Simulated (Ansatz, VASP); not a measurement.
## Two plane-wave programs on Y

```
Y
1.0
     3.75414    0.00000    0.00000
    -1.87707    3.25118    0.00000
     0.00000    0.00000    5.82275
Y
2
Direct
  0.33333 0.66667 0.25000
  0.66667 0.33333 0.75000
```

Alike in both runs: task single point; functional PBE; k mesh 15 × 15 × 8; occupations gaussian, width 0.1 eV; no spin polarisation.

|  | VASP | Ansatz |
| --- | --- | --- |
| version | VASP 6.6.1 | Ansatz 0.2.0 |
| potentials or method | VASP PAW PBE potentials, release 64 (Y_sv), cutoff 520 eV | scalar-relativistic, plane waves, PAW |
| valence electrons in the cell | 22 | 22 |

VASP gave:

* gap on the k mesh at the Fermi level (eV): none
* pressure (GPa): -2.9
* traceless stress, the component that is largest in VASP (GPa): 0.06

Task: What did Ansatz give for the same quantities?

Result: gap on the k mesh at the Fermi level (eV): none; pressure (GPa): -2.8; traceless stress, the component that is largest in VASP (GPa): 0.06.

A gap of «none» marks a metal or a gap that the smearing closes.
